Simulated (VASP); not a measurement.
# CoW3 (P4/mmm) in VASP: further runs

Runs on CoW3. Level: PBEsol. Tasks: single point.

Everything below comes from runs of VASP 6.6.1. Logs are shortened: lines on timing, memory, paths and dates and some standing lists are left out, and cuts for length are marked.

## (1) The cell of the first run

The structure is tetragonal, space group P4/mmm (No. 123). The conventional cell has a = 3.858 Å, b = 3.858 Å, c = 3.762 Å, α = 90.00°, β = 90.00°, γ = 90.00°. Co (site symmetry 4/mmm) has 12 W at 2.69 to 2.73 Å within 3.6 Å. Within 3.6 Å of W (site symmetry mmm) lie 4 Co at 2.69 Å and 8 W at 2.69 to 2.73 Å. W (site symmetry 4/mmm) has 8 W at 2.69 Å and 4 Co at 2.73 Å within 3.6 Å.

## (2) Single point, PBEsol (strain +0.000 along x and y, -0.025 along z)

Input file INCAR:

```
PREC = Accurate
ENCUT = 520
EDIFF = 1E-7
ISMEAR = 0
SIGMA = 0.15
LREAL = F
LASPH = T
NELM = 60
ALGO = Fast
ISIF = 2
LWAVE = F
LCHARG = F
GGA = PS
NBANDS = 34
```

Input file KPOINTS:

```
regular mesh
0
Gamma
  12 12 12
```

Input file POSCAR:

```
CoW3
1.0
    3.8582449768      0.0000000000      0.0000000000
    0.0000000000      3.8582449768      0.0000000000
    0.0000000000      0.0000000000      3.7617888524
Co W
1 3
Direct
    0.0000000000      0.0000000000      0.0000000000
    0.0000000000      0.5000000000      0.5000000000
    0.5000000000      0.0000000000      0.5000000000
    0.5000000000      0.5000000000      0.0000000000
```

Potentials or basis: VASP PAW PBE potentials, release 64 (Co, W_sv).

The run is started by

```sh
> cat potpaw_PBE.64/Co/POTCAR potpaw_PBE.64/W_sv/POTCAR > POTCAR
> mpirun -np 1 vasp_std > vasp.out
```

OUTCAR:

```text
PREC = Accurate
   ENCUT = 520
   EDIFF = 1E-7
   ISMEAR = 0
   LREAL = F
   LASPH = T
   NELM = 60
   ISIF = 2
   GGA = PS

 ion  position               nearest neighbor table
   1  0.000  0.000  0.000-   2 2.69   3 2.69   2 2.69   3 2.69   2 2.69   2 2.69   3 2.69   3 2.69
                             4 2.73   4 2.73   4 2.73   4 2.73
   2  0.000  0.500  0.500-   1 2.69   4 2.69   1 2.69   4 2.69   1 2.69   1 2.69   4 2.69   4 2.69
                             3 2.73   3 2.73   3 2.73   3 2.73
   3  0.500  0.000  0.500-   1 2.69   4 2.69   1 2.69   4 2.69   4 2.69   4 2.69   1 2.69   1 2.69
                             2 2.73   2 2.73   2 2.73   2 2.73
   4  0.500  0.500  0.000-   2 2.69   3 2.69   2 2.69   3 2.69   3 2.69   3 2.69   2 2.69   2 2.69
                             1 2.73   1 2.73   1 2.73   1 2.73

  LATTYP: Found a simple tetragonal cell.
 ALAT       =     3.8582449768
 C/A-ratio  =     0.9750000000

  Lattice vectors:

 A1 = (   3.8582449768,   0.0000000000,   0.0000000000)
 A2 = (   0.0000000000,   3.8582449768,   0.0000000000)
 A3 = (   0.0000000000,   0.0000000000,   3.7617888524)

Analysis of symmetry for initial positions (statically):
=====================================================================
 Subroutine PRICEL returns:
 Original cell was already a primitive cell.

 Routine SETGRP: Setting up the symmetry group for a
 simple tetragonal supercell.

 Subroutine GETGRP returns: Found 16 space group operations
 (whereof 16 operations were pure point group operations)
 out of a pool of 16 trial point group operations.

The static configuration has the point symmetry D_4h.

Analysis of symmetry for dynamics (positions and initial velocities):
=====================================================================
 Subroutine PRICEL returns:
 Original cell was already a primitive cell.

 Routine SETGRP: Setting up the symmetry group for a
 simple tetragonal supercell.

 Subroutine GETGRP returns: Found 16 space group operations
 (whereof 16 operations were pure point group operations)
 out of a pool of 16 trial point group operations.

The dynamic configuration has the point symmetry D_4h.

 Subroutine INISYM returns: Found 16 space group operations
 (whereof 16 operations are pure point group operations),
 and found     1 'primitive' translations

----------------------------------------------------------------------------------------

                                     Primitive cell

  volume of cell :      55.9982

  direct lattice vectors                    reciprocal lattice vectors
     3.858244977  0.000000000  0.000000000     0.259185201  0.000000000  0.000000000
     0.000000000  3.858244977  0.000000000     0.000000000  0.259185201  0.000000000
     0.000000000  0.000000000  3.761788852     0.000000000  0.000000000  0.265830975

  length of vectors
     3.858244977  3.858244977  3.761788852     0.259185201  0.259185201  0.265830975

  position of ions in fractional coordinates (direct lattice)
     0.000000000  0.000000000  0.000000000
     0.000000000  0.500000000  0.500000000
     0.500000000  0.000000000  0.500000000
     0.500000000  0.500000000  0.000000000

  ion indices of the primitive-cell ions
   primitive index   ion index
                 1           1
                 2           2
                 3           3
                 4           4

----------------------------------------------------------------------------------------

 KPOINTS: regular mesh

Automatic generation of k-mesh.
 Grid dimensions read from file:
 generate k-points for:   12   12   12

 Generating k-lattice:

  Cartesian coordinates                     Fractional coordinates (reciprocal lattice)
     0.021598767  0.000000000  0.000000000     0.083333333  0.000000000  0.000000000
     0.000000000  0.021598767  0.000000000     0.000000000  0.083333333  0.000000000
     0.000000000  0.000000000  0.022152581     0.000000000  0.000000000  0.083333333

  Length of vectors
     0.021598767  0.021598767  0.022152581

  Shift w.r.t. Gamma in fractional coordinates (k-lattice)
     0.000000000  0.000000000  0.000000000

 Subroutine IBZKPT returns following result:
 ===========================================

 Found    196 irreducible k-points:

 Following reciprocal coordinates:
            Coordinates               Weight
  0.000000  0.000000  0.000000      1.000000
  0.083333  0.000000  0.000000      4.000000
  0.166667  0.000000  0.000000      4.000000
  0.250000  0.000000  0.000000      4.000000
  0.333333  0.000000  0.000000      4.000000
  0.416667  0.000000  0.000000      4.000000
[... 16 lines left out ...]
  0.333333  0.333333  0.000000      4.000000
  0.416667  0.333333  0.000000      8.000000
 [... further k-points ...]
   k-points           NKPTS =    196   k-points in BZ     NKDIM =    196   number of bands    NBANDS=     34
   number of dos      NEDOS =    301   number of ions     NIONS =      4
   total plane-waves  NPLWV =  25200
   dimension x,y,z NGX =    30 NGY =   30 NGZ =   28
   dimension x,y,z NGXF=    60 NGYF=   60 NGZF=   56
   ions per type =               1   3
   NGX,Y,Z   is equivalent  to a cutoff of  12.93, 12.93, 12.37 a.u.
   NGXF,Y,Z  is equivalent  to a cutoff of  25.85, 25.85, 24.75 a.u.
 SYSTEM =  unknown system
   PREC   = accura    normal or accurate (medium, high low for compatibility)
   ISTART =      0    job   : 0-new  1-cont  2-samecut
   ICHARG =      2    charge: 1-file 2-atom 10-const
   ISPIN  =      1    spin polarized calculation?
   LNONCOLLINEAR =      F non collinear calculations
   LSORBIT =      F    spin-orbit coupling
   LASPH  =      T    aspherical Exc in radial PAW
   ENCUT  =  520.0 eV  38.22 Ry    6.18 a.u.   7.17  7.17  6.99*2*pi/ulx,y,z
   NELM   =     60;   NELMIN=  2; NELMDL= -5     # of ELM steps
   EDIFF  = 0.1E-06   stopping-criterion for ELM
   LREAL  =      F    real-space projection
   EDIFFG = 0.1E-05   stopping-criterion for IOM
   NSW    =      0    number of steps for IOM
   IBRION =     -1    ionic relax: 0-MD 1-quasi-New 2-CG
   NFREE  =      0    steps in history (QN), initial steepest desc. (CG)
   ISIF   =      2    stress and relaxation
   ISYM   =      2    0-nonsym 1-usesym 2-fastsym
   POTIM  = 0.5000    time-step for ionic-motion
   TEBEG  =    0.0;   TEEND  =   0.0 temperature during run
   PSTRESS=    0.0 pullay stress
   NELECT =      51.0000    total number of electrons
   NUPDOWN=      -1.0000    fix difference up-down
   EMIN   =  10.00;   EMAX   =-10.00  energy-range for DOS
   EFERMI =   0.00;   METHOD = LEGACY
   ISMEAR =     0;   SIGMA  =   0.15  broadening in eV -4-tet -1-fermi 0-gaus
   EFERMI_NEDOS =   21; number of points for ismear=-14 and -15
   IALGO  =     68    algorithm
   IMIX   =      4    mixing-type and parameters
     AMIX     =   0.40;   BMIX     =  1.00
     AMIX_MAG =   1.60;   BMIX_MAG =  1.00
  volume/ion in A,a.u.               =      14.00        94.47
  Fermi-wavevector in a.u.,A,eV,Ry     =   1.586866  2.998742 34.261419  2.518143
  Thomas-Fermi vector in A             =   2.686111
   LORBIT       =      0    0 simple, 1 ext, 2 COOP (PROOUT), +10 PAW based schemes
   GGA     = PS    functional components
   LHFCALC =     F    Hartree Fock is set to
   AEXX    =    0.0000 exact exchange contribution
   IVDW    =     0    specifies the selected vdW correction
   LEPSILON=     F    determine dielectric tensor
   LRPA    =     F    only Hartree local field effects (RPA)
 non-spin polarized calculation
 RMM-DIIS sequential band-by-band and
 Gauss-broadening in eV      SIGMA  =   0.15
  energy-cutoff  :      520.00
  volume of cell :       56.00
 maximum number of plane-waves:      1530
 NGX is ok and might be reduce to    30
   NGX = 15   NGY = 15   NGZ = 13

 number of electron      51.0000009 magnetization

 Free energy of the ion-electron system (eV)
  ---------------------------------------------------
  ext. energy  EPLUGINS =         0.00000000
  ---------------------------------------------------
  free energy    TOTEN  =       -48.11117055 eV

  energy without entropy =      -48.06042161  energy(sigma->0) =      -48.08579608

 E-fermi :  11.1822     XC(G=0): -13.9571

 val. band max:       11.1814701407   @ k =   0.2500   0.0833   0.2500
 cond. band min:      11.1859428673   @ k =   0.1667   0.0000   0.4167
 fundamental gap:      0.0044727266
 Fermi energy:        11.1821931218

 k-point     1 :       0.0000    0.0000    0.0000
  band No.  band energies     occupation
      1     -62.3781      2.00000
      2     -62.1881      2.00000
      3     -62.1429      2.00000
      4     -27.1966      2.00000
      5     -27.1966      2.00000
      6     -27.1864      2.00000
[... 26 lines left out ...]
     33      17.3814      0.00000
     34      18.0717      0.00000

 k-point     2 :       0.0833    0.0000    0.0000
  band No.  band energies     occupation
      1     -62.3749      2.00000
      2     -62.1903      2.00000
      3     -62.1438      2.00000
      4     -27.1858      2.00000
      5     -27.1784      2.00000
      6     -27.1749      2.00000
[... 26 lines left out ...]
     33      17.1656      0.00000
     34      18.0521      0.00000

 k-point     3 :       0.1667    0.0000    0.0000
  band No.  band energies     occupation
      1     -62.3657      2.00000
      2     -62.1972      2.00000
      3     -62.1460      2.00000
      4     -27.1549      2.00000
      5     -27.1417      2.00000
      6     -27.1245      2.00000
[... 26 lines left out ...]
     33      16.5954      0.00000
     34      18.3026      0.00000
[... 704 lines left out ...]
 k-point    23 :       0.3333    0.3333    0.0000
  band No.  band energies     occupation
      1     -62.2970      2.00000
      2     -62.2353      2.00000
      3     -62.1760      2.00000
      4     -27.1212      2.00000
      5     -26.8575      2.00000
      6     -26.8519      2.00000
[... 26 lines left out ...]
     33      15.3380      0.00000
     34      15.6383      0.00000

 k-point    24 :       0.4167    0.3333    0.0000
  band No.  band energies     occupation
      1     -62.2814      2.00000
      2     -62.2440      2.00000
      3     -62.1828      2.00000
      4     -27.0963      2.00000
      5     -26.9408      2.00000
      6     -26.7824      2.00000
[... 26 lines left out ...]
     33      14.9330      0.00000
     34      15.5859      0.00000

 [... further k-points ...]

------------------------ aborting loop because EDIFF is reached ----------------------------------------

  FORCE on cell =-STRESS in cart. coord.  units (eV):
  Direction    XX          YY          ZZ          XY          YZ          ZX
  --------------------------------------------------------------------------------------
  -------------------------------------------------------------------------------------
  Total        2.9542250      2.9542250      3.2312624      0.0000000      0.0000000      0.0000000
  in kB       84.5240175     84.5240175     92.4503993      0.0000000      0.0000000      0.0000000
  external PRESSURE =      87.1661448 kB  Pullay stress =       0.0000000 kB

 VOLUME and BASIS-vectors are now :
 -----------------------------------------------------------------------------
  energy-cutoff  :      520.00
  volume of cell :       56.00
      direct lattice vectors                 reciprocal lattice vectors
     3.858244977  0.000000000  0.000000000     0.259185201  0.000000000  0.000000000
     0.000000000  3.858244977  0.000000000     0.000000000  0.259185201  0.000000000
     0.000000000  0.000000000  3.761788852     0.000000000  0.000000000  0.265830975

 POSITION                                       TOTAL-FORCE (eV/Angst)
 -----------------------------------------------------------------------------------
      0.00000      0.00000      0.00000         0.000000      0.000000      0.000000
      0.00000      1.92912      1.88089         0.000000      0.000000      0.000000
      1.92912      0.00000      1.88089         0.000000      0.000000      0.000000
      1.92912      1.92912      0.00000         0.000000      0.000000      0.000000
 -----------------------------------------------------------------------------------
    total drift:                                0.000000      0.000000     -0.000000

  FREE ENERGIE OF THE ION-ELECTRON SYSTEM (eV)
  ---------------------------------------------------
  free  energy   TOTEN  =       -48.1111705535 eV

  energy  without entropy=      -48.0604216069  energy(sigma->0) =      -48.08579608
```

Run time: 3.7 min. Hardware: 1 thread of Intel Xeon 6975P-C (Granite Rapids), shared host; peak memory 0.39 GiB.

What came out:

- Free energy: -48.1112 eV
- Pressure: 8.7 GPa
- Band gap on the k mesh: zero (an odd number of electrons rules out a gap without spin polarisation)

Stress tensor (GPa, compression positive):
```
8.45 0.00 0.00
0.00 8.45 0.00
0.00 0.00 9.25
```

Caveat: the cell differs from its parent crystal (strain +0.000 along x and y, -0.025 along z); the cell stands under pressure; the PAW data sets were made with another functional, which shifts forces and pressure a little; spin-orbit coupling is left out, which moves the levels of the heavy elements; the run has no spin polarisation, though such a crystal can be magnetic. Spin polarisation is off, so any magnetic state and its effect on volume and gap are missing.

## (3) Single point, PBEsol (strain -0.025 along x and y, +0.025 along z)

Input file INCAR:

```
SYSTEM = CoW3
  PREC = Accurate
  ENCUT = 520
  EDIFF = 1E-6
  ISMEAR = 0
  SIGMA = 0.15
  LREAL = .FALSE.
  LASPH = .TRUE.
  NELM = 80
  ALGO = Fast
  ISIF = 2
  LWAVE = .FALSE.
  LCHARG = .FALSE.
  GGA = PS
  NBANDS = 34
```

Input file KPOINTS:

```
regular mesh
0
G
  12 12 12
  0 0 0
```

Input file POSCAR:

```
CoW3
1.0
    3.7617888524      0.0000000000      0.0000000000
    0.0000000000      3.7617888524      0.0000000000
    0.0000000000      0.0000000000      3.9547011012
Co W
1 3
Direct
    0.0000000000      0.0000000000      0.0000000000
    0.0000000000      0.5000000000      0.5000000000
    0.5000000000      0.0000000000      0.5000000000
    0.5000000000      0.5000000000      0.0000000000
```

Potentials or basis: VASP PAW PBE potentials, release 64 (Co, W_sv).

The run is started by

```sh
> cat potpaw_PBE.64/Co/POTCAR potpaw_PBE.64/W_sv/POTCAR > POTCAR
> mpirun -np 1 vasp_std > vasp.out
```

It took 2.9 min on 1 thread of Intel Xeon 6975P-C (Granite Rapids), shared host; peak memory 0.39 GiB.

It converged, with:

| Quantity | Value |
| --- | --- |
| Free energy | -48.0966 eV |
| Pressure | 9.0 GPa |
| Band gap on the k mesh | zero (an odd number of electrons rules out a gap without spin polarisation) |

Stress tensor (GPa, compression positive):
```
9.99 0.00 0.00
0.00 9.99 0.00
0.00 0.00 7.14
```

Levels at points of the mesh, in eV from the Fermi level:
```
           k point  band 23  band 24  band 25  band 26  band 27  band 28
(0.00, 0.00, 0.00)     0.22     0.59     2.62     3.04     3.04     3.20
(0.50, 0.00, 0.00)    -1.04     0.17     0.20     0.29     0.82     0.96
(0.50, 0.50, 0.00)    -2.16    -1.90    -0.99     0.66     0.66     1.17
(0.00, 0.00, 0.50)    -1.26    -0.45     0.35     0.39     0.39     1.16
(0.50, 0.00, 0.50)    -2.02    -1.95    -1.03     0.55     0.56     0.96
(0.50, 0.50, 0.50)    -0.90    -0.46     0.55     0.55     0.62     1.39
```

Caveat: the cell differs from its parent crystal (strain -0.025 along x and y, +0.025 along z); the cell stands under pressure; the PAW data sets were made with another functional, which shifts forces and pressure a little; spin-orbit coupling is left out, which moves the levels of the heavy elements; the run has no spin polarisation, though such a crystal can be magnetic. Spin polarisation is off, so any magnetic state and its effect on volume and gap are missing.

## (4) Single point, PBEsol (strain +0.050 along x and y, +0.000 along z)

Input file INCAR:

```
PREC = Accurate ; ENCUT = 520
EDIFF = 1E-7 ; ISMEAR = 0
SIGMA = 0.15 ; LREAL = F
LASPH = T ; NELM = 80
ALGO = Fast ; ISIF = 2
LWAVE = F ; LCHARG = F
GGA = PS ; NBANDS = 34
```

Input file KPOINTS:

```
regular mesh
0
Gamma
  12 12 12
```

Input file POSCAR:

```
CoW3
1.0
    4.0511572256      0.0000000000      0.0000000000
    0.0000000000      4.0511572256      0.0000000000
    0.0000000000      0.0000000000      3.8582449768
Co W
1 3
Direct
    0.0000000000      0.0000000000      0.0000000000
    0.0000000000      0.5000000000      0.5000000000
    0.5000000000      0.0000000000      0.5000000000
    0.5000000000      0.5000000000      0.0000000000
```

The run is started by

```sh
> cat potpaw_PBE.64/Co/POTCAR potpaw_PBE.64/W_sv/POTCAR > POTCAR
> mpirun -np 1 vasp_std > vasp.out
```

Run time: 5 min. Hardware: 1 thread of Intel Xeon 6975P-C (Granite Rapids), shared host; peak memory 0.43 GiB.

It converged, with:

| Quantity | Value |
| --- | --- |
| Free energy | -47.6978 eV |
| Pressure | -23.3 GPa |
| Band gap on the k mesh | zero (an odd number of electrons rules out a gap without spin polarisation) |

Stress tensor (GPa, compression positive):
```
-23.44   0.00   0.00
  0.00 -23.44   0.00
  0.00   0.00 -23.05
```

Levels at points of the mesh, in eV from the Fermi level:
| k point | band 22 | band 23 | band 24 | band 25 | band 26 | band 27 | band 28 | band 29 |
| --- | --- | --- | --- | --- | --- | --- | --- | --- |
| (0.00, 0.00, 0.00) | -0.71 | 0.19 | 0.46 | 2.46 | 2.46 | 2.58 | 2.65 | 2.65 |
| (0.50, 0.00, 0.00) | -1.67 | -0.99 | -0.16 | 0.26 | 0.26 | 0.48 | 0.90 | 1.59 |
| (0.50, 0.50, 0.00) | -1.68 | -1.68 | -1.62 | -0.87 | 0.49 | 0.49 | 0.81 | 0.81 |
| (0.00, 0.00, 0.50) | -1.80 | -0.81 | 0.08 | 0.08 | 0.47 | 0.77 | 0.93 | 1.46 |
| (0.50, 0.00, 0.50) | -1.80 | -1.79 | -1.60 | -0.82 | 0.52 | 0.55 | 1.05 | 1.07 |
| (0.50, 0.50, 0.50) | -0.89 | -0.46 | -0.46 | 0.35 | 0.39 | 0.39 | 0.88 | 2.07 |

Caveat: the cell differs from its parent crystal (strain +0.050 along x and y, +0.000 along z); the cell stands under tension; the PAW data sets were made with another functional, which shifts forces and pressure a little; spin-orbit coupling is left out, which moves the levels of the heavy elements; the run has no spin polarisation, though such a crystal can be magnetic.

## (5) The runs side by side

```tsv
cell	further INCAR settings	gap on the mesh (eV)	pressure (GPa)
a = 3.858, b = 3.858, c = 3.762 Å, 4 atoms	ALGO = Fast; EDIFF = 1e-07; NBANDS = 34	none	8.7
a = 3.762, b = 3.762, c = 3.955 Å, 4 atoms	ALGO = Fast; EDIFF = 1e-06; NBANDS = 34	none	9.0
a = 4.051, b = 4.051, c = 3.858 Å, 4 atoms	ALGO = Fast; EDIFF = 1e-07; NBANDS = 34	none	-23.3
```

Alike in all rows: task single point; level PBEsol; potentials or basis VASP PAW PBE potentials, release 64 (Co, W_sv); no spin polarisation; k mesh 12 × 12 × 12; cutoff (eV) 520; smearing gaussian 0.15 eV.

Caveats: the PAW data sets were made with another functional, which shifts forces and pressure a little; spin-orbit coupling is left out, which moves the levels of the heavy elements; the run has no spin polarisation, though such a crystal can be magnetic; the cell stands under pressure (at least some runs); the cell stands under tension (at least some runs).

Total energies depend on the potentials used, so only differences within one code and one set of settings carry meaning.
